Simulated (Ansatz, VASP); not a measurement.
**AgBr: VASP beside Ansatz**

The input INCAR:

```
ALGO = Normal ; EDIFF = 1E-6
ENCUT = 500 ; GGA = PS
GGA_COMPAT = False ; ISIF = 2
ISMEAR = -1 ; LASPH = True
LCHARG = False ; LREAL = False
LWAVE = False ; NBANDS = 16
NELM = 120 ; PREC = Accurate
SIGMA = 0.02
```

Contents of KPOINTS:

```
k-points
0
Gamma
  7 7 7
```

File POSCAR:

```
AgBr
1.0
    0.0000000000      2.9051634709      2.9051634709
    2.9051634709      0.0000000000      2.9051634709
    2.9051634709      2.9051634709      0.0000000000
Ag Br
1 1
Direct
    0.5000000000      0.5000000000      0.5000000000
    0.0000000000      0.0000000000      0.0000000000
```

Input for Ansatz:

```yaml
crystal:
  lattice:
    - [0.0, 2.9051634709, 2.9051634709]
    - [2.9051634709, 0.0, 2.9051634709]
    - [2.9051634709, 2.9051634709, 0.0]
  atoms:
    - { symbol: Ag, position: [0.5, 0.5, 0.5] }
    - { symbol: Br, position: [0.0, 0.0, 0.0] }
kpoints:
  mp_grid: { grid: [7, 7, 7] }
  band_path:
    path:
      - [0.0, 0.0, 0.0]
      - [0.5, 0.0, 0.5]
      - [0.625, 0.25, 0.625]
      - [0.375, 0.375, 0.75]
      - [0.0, 0.0, 0.0]
      - [0.5, 0.5, 0.5]
      - [0.5, 0.25, 0.75]
      - [0.5, 0.0, 0.5]
    npoints: 5
scf:
  occupations: { method: fermi_dirac, width: 0.02 }
hamiltonian:
  xc: pbesol
  pseudopotentials: { kind: all_electron, lapw: { basis_error: 0.0005 } }
output:
  forces: true
  stress: true
  eigenvalues: true
```

Change from the starting cell: volume scaled by 1.02.

Alike in both runs: task single point; functional PBEsol; k mesh 7 × 7 × 7; occupations fermi-dirac, width 0.02 eV; no spin polarisation.

```csv
,VASP,Ansatz
version,VASP 6.6.1,Ansatz 0.2.0
potentials or method,"VASP PAW PBE potentials, release 64 (Ag, Br), cutoff 500 eV","all-electron LAPW, scalar-relativistic"
```

```tsv
	VASP	Ansatz	Ansatz less VASP
pressure (GPa)	-3.1	-3.1	+0.03
```

VASP's potentials were made for PBE, not for PBEsol. Ansatz ran all-electron here, and VASP with PAW potentials.
